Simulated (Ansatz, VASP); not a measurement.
# Pd: VASP beside Ansatz

```xyz
1
Lattice="0.0000 1.9449 1.9449 1.9449 0.0000 1.9449 1.9449 1.9449 0.0000" Properties=species:S:1:pos:R:3 pbc="T T T"
Pd    0.0900    0.0000    0.0000
```

Change from the starting cell: one atom moved.

Alike in both runs: task single point; functional PBE; k mesh 16 × 16 × 16; occupations gaussian, width 0.1 eV; no spin polarisation.

```csv
,VASP,Ansatz
version,VASP 6.6.1,Ansatz 0.2.0
potentials or method,"VASP PAW PBE potentials, release 64 (Pd), cutoff 520 eV","scalar-relativistic, plane waves, PAW"
valence electrons in the cell,10,18
```

Ansatz gave:

- gap on the k mesh at the Fermi level (eV): none
- pressure (GPa): 7.7

Problem. Estimate VASP's values.

Solution. gap on the k mesh at the Fermi level (eV): none; pressure (GPa): 7.4.

A gap of «none» marks a metal or a gap that the smearing closes. VASP's potentials hold 10 valence electrons a cell and Ansatz's 18, so a difference there can come from the potentials and not from the codes.
